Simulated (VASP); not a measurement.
Set up this calculation in VASP 6.6.1, as the native input.

```yaml
Task: single point
Functional: PBE
Dispersion: D3(BJ)
Potentials_or_basis: VASP PAW PBE potentials, release 64 (Al)
Cutoff: 520 eV
k_mesh: 18 × 18 × 6
Occupations: gaussian, width 0.15 eV
Spin: no spin polarisation
Dipole_correction: no
Further_INCAR_settings: ALGO = Normal; EDIFF = 1e-06; NBANDS = 14
```

The structure of Al lies in POSCAR:

```
Al
1.0
    2.8332901880      0.0000000000      0.0000000000
   -1.4166450940      2.4537012791      0.0000000000
    0.0000000000      0.0000000000      9.1183778121
Al
4
Direct
    0.0000000000      0.0000000000      0.0000000000
    0.3333333333      0.6666666667      0.2500000000
    0.0000000000      0.0000000000      0.5000000000
    0.6666666667      0.3333333333      0.7500000000
```

This isn't the form of Al at room conditions, which is fcc.

These files were run (other wordings do the same):

INCAR

```
  ALGO = Normal
  EDIFF = 1E-6
  ENCUT = 520
  GGA = PE
  ISIF = 2
  ISMEAR = 0
  IVDW = 12
  LASPH = T
  LCHARG = F
  LREAL = F
  LWAVE = F
  NBANDS = 14
  NELM = 60
  PREC = Accurate
  SIGMA = 0.15
```

KPOINTS

```
k-points
0
Gamma
  18 18 6
```

Potentials or basis: VASP PAW PBE potentials, release 64 (Al).

Launch:

```console
$ cat potpaw_PBE.64/Al/POTCAR > POTCAR
$ mpirun -np 1 vasp_std > vasp.out
```

It gave:

```json
{
 "Pressure": "0.0 GPa",
 "Band gap on the k mesh": "zero (bands 6 and 7 overlap by 5.77 eV)",
 "Dispersion energy per atom": "-0.351 eV"
}
```

Run time: 2.4 min on 1 thread of Intel Xeon 8259CL (shared host), peak memory 0.25 GiB.
